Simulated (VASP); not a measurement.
Write the native input for VASP 6.6.1 that does the following.

| Item | Value |
| --- | --- |
| Task | relaxation of cell and atoms |
| Functional | LDA |
| Potentials or basis | VASP PAW LDA potentials, release 64 (Zn, S) |
| Cutoff | 600 eV |
| k mesh | 10 × 10 × 10 |
| Occupations | gaussian, width 0.01 eV |
| Spin | no spin polarisation |
| Target pressure | 40 GPa |
| Dipole correction | no |
| Further INCAR settings | ALGO = Normal; EDIFF = 1e-06; IBRION = 2; EDIFFG = -0.001; NSW = 80; ISIF = 3 |

The structure of ZnS lies in POSCAR:

```
ZnS
1.0
    0.0000000000      2.6483447004      2.6483447004
    2.6483447004      0.0000000000      2.6483447004
    2.6483447004      2.6483447004      0.0000000000
Zn S
1 1
Direct
    0.0000000000      0.0000000000      0.0000000000
    0.7500000000      0.7500000000      0.7500000000
```

One way to write it, as run:

INCAR

```
ALGO = Normal ; EDIFF = 1E-6
EDIFFG = -0.001 ; ENCUT = 600
GGA = CA ; IBRION = 2
ISIF = 3 ; ISMEAR = 0
LASPH = T ; LCHARG = F
LREAL = F ; LWAVE = F
NELM = 100 ; NSW = 80
PREC = Accurate ; PSTRESS = 400.0
SIGMA = 0.01
```

KPOINTS

```
k-points
0
Gamma
  10 10 10
```

Potentials or basis: VASP PAW LDA potentials, release 64 (Zn, S).

Launch:

```console
$ cat potpaw_LDA.64/Zn/POTCAR potpaw_LDA.64/S/POTCAR > POTCAR
$ mpirun -np 1 vasp_std > vasp.out
```

Results of the run:

- Relaxed volume: 14.36 Å³/atom
- Relaxed cell: a = 3.438 Å, b = 3.438 Å, c = 3.438 Å, α = 60.00°, β = 60.00°, γ = 60.00°
- Space group after relaxing (to 0.1 Å): F-43m (No. 216)
- Energy change on relaxing (the run minimises the enthalpy): +420.5 meV/atom
- Ionic steps: 9
- Pressure after relaxing: 40.0 GPa
- Band gap on the k mesh: 2.34 eV (least direct gap 3.41 eV)

Caveat: the cell is relaxed towards a set pressure, so the run minimises the enthalpy, not the energy; the volume moved by over 15 % at a fixed basis, so the end points are rough.

Wall time 3.4 min on 1 thread of Intel Xeon 8259CL, on a shared host, peak memory 0.18 GiB.
